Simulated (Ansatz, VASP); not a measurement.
# O: VASP beside Ansatz

```
CELL_PARAMETERS angstrom
7.15700 0.00000 0.00000
0.00000 7.15700 0.00000
0.00000 0.00000 7.15700
ATOMIC_POSITIONS crystal
O 0.97278 0.66798 0.50519
O 0.09565 0.78030 0.46754
O 0.72465 0.06764 0.45637
O 0.83243 0.19618 0.48641
O 0.26596 0.58725 0.10891
O 0.20329 0.68305 0.98265
O 0.57356 0.61769 0.76516
O 0.50774 0.52977 0.63498
O 0.29976 0.15511 0.64099
O 0.25793 0.12329 0.80331
O 0.81548 0.86401 0.07726
O 0.83008 0.92404 0.91827
```

Alike in both runs: functional PBE; k mesh 1 × 1 × 1; occupations fermi-dirac, width 0.02 eV; collinear spin.

Ansatz relaxed the structure, and its values are those at the end. VASP's run is a single point on that final structure, the one shown.

|  | VASP | Ansatz |
| --- | --- | --- |
| version | VASP 6.6.1 | Ansatz 0.2.0 |
| potentials or method | VASP PAW PBE potentials, release 64 (O), cutoff 520 eV | scalar-relativistic, plane waves, PAW |
| valence electrons in the cell | 72 | 72 |

```csv
,VASP,Ansatz,Ansatz less VASP
gap on the k mesh at the Fermi level (eV),1.91,1.89,-0.019
rms of the force components (eV/Å),0.557,0.100,-0.4572
net moment per atom (μB),1.00,1.00,0.000
size of the moment on the site where the two differ most (μB),0.81,0.56,-0.252
```

Site moments also hang on the region over which each program counts them. One of these differences is far larger than is usual between the two programs; its cause wasn't traced. Ansatz's warnings: xc potential rough in thin density.

Noted on VASP's run: the standard files for N, O and F lose accuracy on very short bonds.
